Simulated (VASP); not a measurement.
A run of VASP 6.6.1:

File INCAR:

```
PREC     = Accurate       # precision mode
ENCUT    = 520            # plane-wave cutoff, eV
EDIFF    = 1E-6           # SCF threshold, eV
ISMEAR   = -1             # smearing method
SIGMA    = 0.1            # smearing width, eV
LREAL    = F              # projectors in reciprocal space
LASPH    = T              # aspherical terms in the spheres
NELM     = 100            # most SCF steps
ALGO     = Normal         # electronic algorithm
ISIF     = 2              # what is computed and relaxed
LWAVE    = F              # write WAVECAR
LCHARG   = T              # write CHGCAR
GGA      = B5             # functional
ALDAX    = 1.0          
AGGAX    = 1.0          
AGGAC    = 1.0          
ALDAC    = 0.0          
LELF     = T              # ELF
LVHAR    = T            
NBANDS   = 20             # bands
```

KPOINTS

```
Automatic mesh
0
Gamma
  15 15 8
```

POSCAR

```
V
1.0
    2.6589755205      0.0000000000      0.0000000000
   -1.3294877602      2.3027403488      0.0000000000
    0.0000000000      0.0000000000      4.8532087478
V
2
Direct
    0.3333333333      0.6666666667      0.2500000000
    0.6666666667      0.3333333333      0.7500000000
```

Potentials or basis: VASP PAW PBE potentials, release 64 (V_sv).

Command:

```console
$ cat potpaw_PBE.64/V_sv/POTCAR > POTCAR
$ mpirun -np 1 vasp_std > vasp.out
```

Hardware: 1 thread of Intel Xeon 8259CL (shared host).

Question: Estimate the wall time of this run.

Answer: It took 60 s on 1 thread of Intel Xeon 8259CL, on a shared host, peak memory 0.19 GiB. Counts: scf iterations 12, k points 135.
